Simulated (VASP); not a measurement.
**Cu5Mo: single point with PBE**

Crystal: Cu5Mo.

```
CELL_PARAMETERS angstrom
2.62969 0.00000 0.00000
-1.31484 2.27738 0.00000
0.00000 0.00000 12.87300
ATOMIC_POSITIONS crystal
Cu 0.66667 0.33333 0.82249
Cu 0.33333 0.66667 0.66104
Cu 0.33333 0.66667 0.17751
Cu 0.66667 0.33333 0.33896
Cu 0.00000 0.00000 0.50000
Mo 0.00000 0.00000 0.00000
```

* Program: VASP 6.6.1
* Task: single point
* Functional: PBE
* Potentials or basis: VASP PAW PBE potentials, release 64 (Cu, Mo_sv)
* Cutoff: 520 eV
* k mesh: 7 × 7 × 2
* Occupations: gaussian, width 0.2 eV
* Spin: no spin polarisation
* Dipole correction: no
* Further INCAR settings: ALGO = Normal; EDIFF = 1e-07; NBANDS = 44

```json
{"Pressure": "1.1 GPa", "Largest force": "0.013 eV/Å", "Band gap on the k mesh": "zero (an odd number of electrons rules out a gap without spin polarisation)"}
```

Forces in eV/Å, atoms in the order of the input:
```
Cu   0.000  0.000 -0.013
Cu   0.000  0.000  0.005
Cu   0.000  0.000  0.013
Cu   0.000  0.000 -0.005
Cu   0.000  0.000  0.000
Mo   0.000  0.000  0.000
```

Stress tensor (GPa, compression positive):
```
1.35 0.00 0.00
0.00 1.35 0.00
0.00 0.00 0.69
```

Levels at points of the mesh, in eV from the Fermi level:
| k point | band 33 | band 34 | band 35 | band 36 | band 37 | band 38 |
| --- | --- | --- | --- | --- | --- | --- |
| (0.00, 0.00, 0.00) | -2.02 | -1.78 | -1.78 | -0.57 | -0.56 | -0.56 |
| (0.00, 0.00, 0.50) | -1.77 | -1.77 | -1.61 | -1.41 | -0.56 | -0.56 |

Run time: 78 s on 1 thread of Intel(R) Xeon(R) Platinum 8375C CPU @ 2.90GHz (Ice Lake) (shared host), peak memory 0.2 GiB.

Caveat: the k points lie up to 0.39 Å⁻¹ apart, too coarse for converged energies and pressures of a metal.
